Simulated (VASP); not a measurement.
**NaCl: single point with r2SCAN**

Crystal: NaCl.

```
CELL_PARAMETERS angstrom
0.00000 3.01009 3.01009
3.01009 0.00000 3.01009
3.01009 3.01009 0.00000
ATOMIC_POSITIONS crystal
Na 0.00000 0.00000 0.00000
Cl 0.25000 0.25000 0.25000
```

This cell differs from its parent crystal: strain -2.5%.

```yaml
Program: VASP 6.6.1
Task: single point
Functional: r2SCAN
Potentials_or_basis: VASP PAW PBE potentials, release 64 (Na_pv, Cl)
Cutoff: 550 eV
k_mesh: 8 × 8 × 8
Occupations: gaussian, width 0.01 eV
Spin: no spin polarisation
```

```json
{"Pressure": "1.6 GPa", "Band gap on the k mesh": "5.75 eV"}
```

Levels at points of the mesh, in eV from the valence-band top:
```
           k point  band 5  band 6  band 7  band 8  band 9  band 10
(0.00, 0.00, 0.00)    0.00    0.00    0.00    5.75   12.31    12.31
(0.50, 0.00, 0.00)   -1.18   -0.10   -0.10    8.57    9.83    11.53
(0.50, 0.50, 0.00)   -1.07   -0.33   -0.33    7.53    9.92    12.21
```

Wall time 2.9 min on 1 thread of Intel Xeon 8259CL, with other jobs on the host, peak memory 0.21 GiB.

Caveat: the cell differs from its parent crystal (strain -2.5%); the PAW data sets were made with another functional, which shifts forces and pressure a little. A k mesh can miss the band edges.
